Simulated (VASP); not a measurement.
Wanted: the native input for a VASP 6.6.1 run.

| Quantity | Value |
| --- | --- |
| Task | single point |
| Functional | PBE |
| Potentials or basis | VASP PAW PBE potentials, release 64 (Ru_pv) |
| Cutoff | 520 eV |
| k mesh | 25 × 25 × 5 |
| Occupations | gaussian, width 0.15 eV |
| Spin | no spin polarisation |
| Dipole correction | no |
| Further INCAR settings | ALGO = Fast; EDIFF = 1e-07; NBANDS = 51 |

The structure of Ru lies in POSCAR:

```
Ru
1.0
   -2.7200250909      0.0000000000      0.0000000000
   -1.3600125454     -2.3556108276      0.0000000000
    0.0000000000      0.0000000000     12.5903084894
Ru
6
Direct
    0.3333333333      0.3333333333      0.9385259276
    0.3333333333      0.3333333333      0.2559740267
    0.3333333333      0.3333333333      0.5972499771
    0.6666666667      0.6666666667      0.0853360514
    0.6666666667      0.6666666667      0.4266120019
    0.6666666667      0.6666666667      0.7678879524
```

This cell differs from its parent crystal: the distance across one plane changed.

The input as run:

INCAR

```
SYSTEM = Ru
  PREC = Accurate
  ENCUT = 520
  EDIFF = 1E-7
  ISMEAR = 0
  SIGMA = 0.15
  LREAL = .FALSE.
  LASPH = .TRUE.
  NELM = 60
  ALGO = Fast
  ISIF = 2
  LWAVE = .FALSE.
  LCHARG = .TRUE.
  GGA = PE
  LELF = .TRUE.
  LVHAR = .TRUE.
  NBANDS = 51
```

KPOINTS

```
Automatic mesh
0
G
  25 25 5
  0 0 0
```

Potentials or basis: VASP PAW PBE potentials, release 64 (Ru_pv).

The run is started by

```console
$ cat potpaw_PBE.64/Ru_pv/POTCAR > POTCAR
$ mpirun -np 1 vasp_std > vasp.out
```

Results of the run:

- Pressure: 11.5 GPa
- Largest force: 4.034 eV/Å
- Band gap on the k mesh: zero (bands 42 and 43 overlap by 2.86 eV)

Caveat: the cell differs from its parent crystal (the distance across one plane changed); the stress differs along the axes, from 7 to 21 GPa; forces of over 1 eV/Å act on the atoms, so gaps and moduli don't describe the material at rest.

Run time: 54 min on 1 thread of Oxide Virtual Turin-like Processor (shared host), peak memory 0.77 GiB.
